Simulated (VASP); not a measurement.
Input of a VASP 6.6.1 run:

The input INCAR:

```
SYSTEM = SnSe2
PREC     = Accurate       ! precision mode
ENCUT    = 500            ! plane-wave cutoff, eV
EDIFF    = 1E-6           ! SCF threshold, eV
ISMEAR   = 0              ! smearing method
SIGMA    = 0.01           ! smearing width, eV
LREAL    = .False.        ! projectors in reciprocal space
LASPH    = .True.         ! aspherical terms in the spheres
NELM     = 120            ! most SCF steps
ALGO     = Normal         ! electronic algorithm
ISIF     = 2              ! what is computed and relaxed
LWAVE    = .False.        ! write WAVECAR
LCHARG   = .False.        ! write CHGCAR
GGA      = PE             ! functional
NBANDS   = 20             ! bands
GGA_COMPAT= .False.
```

File KPOINTS:

```
Automatic mesh
0
Gamma
  6 6 4
  0 0 0
```

The input POSCAR:

```
SnSe2
1.0
    3.8110000000      0.0000000000      0.0000000000
   -1.9055000000      3.3004228138      0.0000000000
    0.0000000000      0.0000000000      6.1360000000
Sn Se
1 2
Direct
    0.0000000000      0.0000000000      0.0000000000
    0.3333333333      0.6666666667      0.2490000000
    0.6666666667      0.3333333333      0.7510000000
```

Potentials or basis: VASP PAW PBE potentials, release 64 (Sn_d, Se).

Command:

```sh
$ cat potpaw_PBE.64/Sn_d/POTCAR potpaw_PBE.64/Se/POTCAR > POTCAR
$ mpirun -np 1 vasp_std > vasp.out
```

(1) Predict the largest force.

(2) Predict the band gap on the k mesh.

## Answers

(1) 0.796 eV/Å.

(2) 0.82 eV (least direct gap 1.09 eV).

Caveat: spin-orbit coupling is left out, which moves the levels of the heavy elements.
